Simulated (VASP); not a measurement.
Crystal: Te.

```xyz
3
Lattice="4.4540 0.0000 0.0000 -2.2270 3.8573 0.0000 0.0000 0.0000 5.9240" Properties=species:S:1:pos:R:3 pbc="T T T"
Te    1.6279    2.8197    0.0000
Te   -0.5991    1.0376    3.9493
Te    1.1981    0.0000    1.9747
```

- Program: VASP 6.6.1
- Task: relaxation of cell and atoms
- Functional: PBE
- Potentials or basis: VASP PAW PBE potentials, release 64 (Te)
- Cutoff: 600 eV
- k mesh: 7 × 7 × 5
- Occupations: fermi-dirac, width 0.05 eV
- Spin: no spin polarisation

At the start: pressure 1.5 GPa; volume 33.93 Å³/atom.

**Question.** How do energy, volume and symmetry change on relaxing?

**Answer.** Over 8 steps the energy falls by 4.7 meV/atom and the volume is 35.10 Å³/atom (+3.5 %); space group P3_121 (No. 152, to 0.05 Å).

Step by step:
| step | energy change (eV) | largest force (eV/Å) | pressure (GPa) | volume (Å³) |
| --- | --- | --- | --- | --- |
| 1 | 0.0000 | 0.1601 | 1.45 | 101.78 |
| 2 | -0.0076 | 0.1054 | -0.83 | 106.38 |
| 3 | -0.0133 | 0.0056 | 0.02 | 104.51 |
| 4 | -0.0135 | 0.0070 | 0.02 | 104.59 |
| 5 | -0.0139 | 0.0113 | 0.02 | 104.83 |
| 6 | -0.0139 | 0.0128 | 0.01 | 104.92 |
| 7 | -0.0140 | 0.0116 | 0.00 | 105.02 |
| 8 | -0.0140 | 0.0078 | -0.03 | 105.31 |

Final structure:
```yaml
crystal:
  lattice:
    - [4.51891, 0.00000, 0.00000]
    - [-2.25946, 3.91349, 0.00000]
    - [0.00000, 0.00000, 5.95482]
  atoms:
    - { symbol: Te, position: [0.73115, 0.73115, 0.00000] }
    - { symbol: Te, position: [0.00000, 0.26885, 0.66667] }
    - { symbol: Te, position: [0.26885, 0.00000, 0.33333] }
```
